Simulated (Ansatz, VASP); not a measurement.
AlO2 in VASP and in Ansatz

```xyz
3
Lattice="2.7386 0.0000 0.0000 0.0000 2.7386 0.0000 0.0000 0.0000 3.7109" Properties=species:S:1:pos:R:3 pbc="T T T"
Al    0.0000    0.0000    2.0648
O     0.0000    0.0000    3.9203
O     1.3693    1.3693    2.0649
```

Alike in both runs: functional PBE; k mesh 6 × 6 × 4; occupations gaussian, width 0.1 eV; collinear spin.

Ansatz relaxed the structure, and its values are those at the end. VASP's run is a single point on that final structure, the one shown.

```csv
,VASP,Ansatz
version,VASP 6.6.1,Ansatz 0.2.0
potentials or method,"VASP PAW PBE potentials, release 64 (Al, O), cutoff 520 eV","scalar-relativistic, plane waves, PAW"
valence electrons in the cell,15,15
```

|  | VASP | Ansatz | Ansatz less VASP |
| --- | --- | --- | --- |
| gap on the k mesh at the Fermi level (eV) | none | none | - |
| pressure (GPa) | -0.1 | 0.1 | +0.24 |
| net moment per atom (μB) | 0.33 | 0.33 | 0.000 |
| size of the moment on the site where the two differ most (μB) | 0.71 | 0.72 | +0.012 |

Site moments also hang on the region over which each program counts them. A gap of «none» marks a metal or a gap that the smearing closes.

The k mesh is coarse, so the values compare programs but aren't converged.
